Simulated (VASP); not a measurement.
# ZnO (P6_3mc) in VASP: notebook, part 3 of 3

VASP 6.6.1.

### Step 6. Single point, LDA (c/a of the conventional cell at fixed volume 1.4875)

INCAR

```
SYSTEM = ZnO
ALGO     = Normal         ! electronic algorithm
EDIFF    = 1E-7           ! SCF threshold, eV
ENCUT    = 520            ! plane-wave cutoff, eV
ISIF     = 2              ! what is computed and relaxed
ISMEAR   = 0              ! smearing method
LASPH    = .TRUE.         ! aspherical terms in the spheres
LCHARG   = .TRUE.         ! write CHGCAR
LELF     = .TRUE.         ! ELF
LREAL    = .FALSE.        ! projectors in reciprocal space
LVHAR    = .TRUE.       
LWAVE    = .FALSE.        ! write WAVECAR
NBANDS   = 26             ! bands
NELM     = 60             ! most SCF steps
PREC     = Accurate       ! precision mode
SIGMA    = 0.05           ! smearing width, eV
```

KPOINTS

```
k-points
0
G
  12 12 6
  0 0 0
```

POSCAR

```
ZnO
1.0
    3.2770068899      0.0000000000      0.0000000000
   -1.6385034449      2.8379712150      0.0000000000
    0.0000000000      0.0000000000      4.8745477487
Zn O
2 2
Direct
    0.3333333333      0.6666666667      0.0018514197
    0.6666666667      0.3333333333      0.5018514197
    0.3333333333      0.6666666667      0.3576412361
    0.6666666667      0.3333333333      0.8576412361
```

Potentials or basis: VASP PAW LDA potentials, release 64 (Zn, O).

Command:

```bash
> cat potpaw_LDA.64/Zn/POTCAR potpaw_LDA.64/O/POTCAR > POTCAR
> mpirun -np 1 vasp_std > vasp.out
```

OUTCAR:

```text
SYSTEM = ZnO
   EDIFF = 1E-7
   ENCUT = 520
   ISIF = 2
   ISMEAR = 0
   LASPH = .TRUE.
   LREAL = .FALSE.
   NELM = 60
   PREC = Accurate

 ion  position               nearest neighbor table
   1  0.333  0.667  0.002-   3 1.73   4 2.02   4 2.02   4 2.02
   2  0.667  0.333  0.502-   4 1.73   3 2.02   3 2.02   3 2.02
   3  0.333  0.667  0.358-   1 1.73   2 2.02   2 2.02   2 2.02
   4  0.667  0.333  0.858-   2 1.73   1 2.02   1 2.02   1 2.02

  LATTYP: Found a hexagonal cell.
 ALAT       =     3.2770068899
 C/A-ratio  =     1.4875000000

  Lattice vectors:

 A1 = (   3.2770068899,   0.0000000000,   0.0000000000)
 A2 = (  -1.6385034449,   2.8379712150,   0.0000000000)
 A3 = (   0.0000000000,   0.0000000000,   4.8745477487)

Analysis of symmetry for initial positions (statically):
=====================================================================
 Subroutine PRICEL returns:
 Original cell was already a primitive cell.

 Routine SETGRP: Setting up the symmetry group for a
 hexagonal supercell.

 Subroutine GETGRP returns: Found 12 space group operations
 (whereof  6 operations were pure point group operations)
 out of a pool of 24 trial point group operations.
[... 164 lines left out ...]
  ---------------------------------------------------
  free energy    TOTEN  =       -20.50003310 eV

  energy without entropy =      -20.50003310  energy(sigma->0) =      -20.50003310

 E-fermi :   1.7058     XC(G=0): -11.7043

 val. band max:        1.4591960321   @ k =   0.0000   0.0000   0.0000
 cond. band min:       2.2577257493   @ k =   0.0000   0.0000   0.0000
 fundamental gap:      0.7985297172
 Fermi energy:         1.7058282543

 k-point     1 :       0.0000    0.0000    0.0000
  band No.  band energies     occupation
      1     -17.0061      2.00000
      2     -16.0179      2.00000
      3      -5.0358      2.00000
      4      -4.7415      2.00000
      5      -4.6614      2.00000
      6      -4.6614      2.00000
[... 685 lines left out ...]
     25      14.2923      0.00000
     26      14.9495      0.00000

 [... further k-points ...]
[... 5 lines left out ...]
  --------------------------------------------------------------------------------------
  -------------------------------------------------------------------------------------
  Total       -2.1895657     -2.1895657     12.1130409     -0.0000000      0.0000000      0.0000000
  in kB      -77.3835924    -77.3835924    428.0988861     -0.0000000      0.0000000      0.0000000
  external PRESSURE =      91.1105671 kB  Pullay stress =       0.0000000 kB

 VOLUME and BASIS-vectors are now :
 -----------------------------------------------------------------------------
  energy-cutoff  :      520.00
  volume of cell :       45.33
      direct lattice vectors                 reciprocal lattice vectors
     3.277006890  0.000000000  0.000000000     0.305156514  0.176182196  0.000000000
    -1.638503445  2.837971215  0.000000000     0.000000000  0.352364391  0.000000000
     0.000000000  0.000000000  4.874547749     0.000000000  0.000000000  0.205147237

 POSITION                                       TOTAL-FORCE (eV/Angst)
 -----------------------------------------------------------------------------------
     -0.00000      1.89198      0.00902        -0.000000     -0.000000     -3.306440
      1.63850      0.94599      2.44630        -0.000000      0.000000     -3.306440
     -0.00000      1.89198      1.74334         0.000000     -0.000000      3.306440
      1.63850      0.94599      4.18061         0.000000      0.000000      3.306440
 -----------------------------------------------------------------------------------
    total drift:                                0.000000      0.000001     -0.003151

  FREE ENERGIE OF THE ION-ELECTRON SYSTEM (eV)
  ---------------------------------------------------
  free  energy   TOTEN  =       -20.5000330980 eV

  energy  without entropy=      -20.5000330980  energy(sigma->0) =      -20.50003310
```

It took 48 s on 1 thread of AMD EPYC 9R14 (Zen 4), shared host; peak memory 0.16 GiB.

Results:

| Item | Value |
| --- | --- |
| Free energy | -20.5000 eV |
| Pressure | 9.1 GPa |
| Largest force | 3.306 eV/Å |
| Band gap on the k mesh | 0.80 eV, direct |

Forces in eV/Å, atoms in the order of the input:
```
Zn   0.000  0.000 -3.306
Zn   0.000  0.000 -3.306
O    0.000  0.000  3.306
O    0.000  0.000  3.306
```

Stress tensor (GPa, compression positive):
```
-7.74  0.00  0.00
 0.00 -7.74  0.00
 0.00  0.00 42.81
```

Levels at points of the mesh, in eV from the valence-band top:
```tsv
k point	band 16	band 17	band 18	band 19	band 20	band 21
(0.00, 0.00, 0.00)	-0.18	-0.18	0.00	0.80	4.99	9.05
(0.50, 0.00, 0.00)	-3.03	-1.47	-0.68	5.62	6.48	7.75
(0.00, 0.00, 0.50)	-0.83	-0.83	-0.83	3.44	3.44	10.96
(0.50, 0.00, 0.50)	-1.72	-1.33	-1.33	5.60	5.60	8.16
```

Caveat: forces of over 1 eV/Å act on the atoms, so gaps and moduli don't describe the material at rest.

### Step 7. Summary

| cell | gap on the mesh (eV) | pressure (GPa) | largest force (eV/Å) |
| --- | --- | --- | --- |
| a = 3.106, b = 3.106, c = 5.424 Å, angles 90.0, 90.0, 120.0°, 4 atoms | 0.69 | 0.2 | 0.18 |
| a = 3.146, b = 3.146, c = 5.290 Å, angles 90.0, 90.0, 120.0°, 4 atoms | 0.83 | 7.9 | 0.87 |
| a = 3.277, b = 3.277, c = 4.875 Å, angles 90.0, 90.0, 120.0°, 4 atoms | 0.80 | 9.1 | 3.31 |

Some of these runs hold the atoms at other places in the same cell, which the table doesn't show; runs alike in all that it shows share one row.

Alike in all rows: task single point; level LDA; potentials or basis VASP PAW LDA potentials, release 64 (Zn, O); no spin polarisation; k mesh 12 × 12 × 6; cutoff (eV) 520; smearing gaussian 0.05 eV.

Caveats: forces of over 1 eV/Å act on the atoms, so gaps and moduli don't describe the material at rest (some runs).

Absolute energies hang on the potentials; compare differences alone.
